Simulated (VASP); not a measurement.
Here is a VASP 6.6.1 calculation.

Contents of INCAR:

```
SYSTEM = O
PREC = Accurate ; ENCUT = 600
EDIFF = 1E-6 ; ISMEAR = 0
SIGMA = 0.05 ; LREAL = .FALSE.
LASPH = .TRUE. ; NELM = 120
ALGO = Normal ; ISIF = 2
LWAVE = .FALSE. ; LCHARG = .FALSE.
GGA = PS ; NBANDS = 34
GGA_COMPAT = .FALSE.
```

Contents of KPOINTS:

```
Automatic mesh
0
G
  8 8 10
  0 0 0
```

File POSCAR:

```
O
1.0
    3.5922649044     -2.0979596064      0.1533830110
    3.5922649044      2.0979596064      0.1533830110
   -1.3444015520      0.0000000000      2.9363039650
O
8
Direct
    0.7965702582      0.7965702582      0.1955597635
    0.2034297418      0.2034297418      0.8044402365
    0.2696897772      0.2696897772      0.1963101217
    0.7303102228      0.7303102228      0.8036898783
    0.7711351330      0.2950869501      0.1957780577
    0.7049130499      0.2288648670      0.8042219423
    0.2288648670      0.7049130499      0.8042219423
    0.2950869501      0.7711351330      0.1957780577
```

Potentials or basis: VASP PAW PBE potentials, release 64 (O).

Run with:

```bash
$ cat potpaw_PBE.64/O/POTCAR > POTCAR
$ mpirun -np 1 vasp_std > vasp.out
```

Q: Estimate the band gap on the k mesh.

A: Zero (bands 24 and 25 overlap by 2.38 eV).

Q: Estimate the pressure.

A: 125.4 GPa.

Forces on the atoms (eV/Å):
```
O   -0.097  0.000  2.059
O    0.097  0.000 -2.059
O   -0.083  0.000  2.059
O    0.083  0.000 -2.059
O   -0.091 -0.002  2.078
O    0.091 -0.002 -2.078
O    0.091  0.002 -2.078
O   -0.091  0.002  2.078
```

Caveat: the standard files for N, O and F lose accuracy on very short bonds; spin is off for a triplet molecule; the stress differs along the axes, from 115 to 147 GPa; this functional lacks dispersion, which holds the molecules together, so the pressure and a relaxed volume are unreliable; the PAW data sets were made with another functional, which shifts forces and pressure a little.
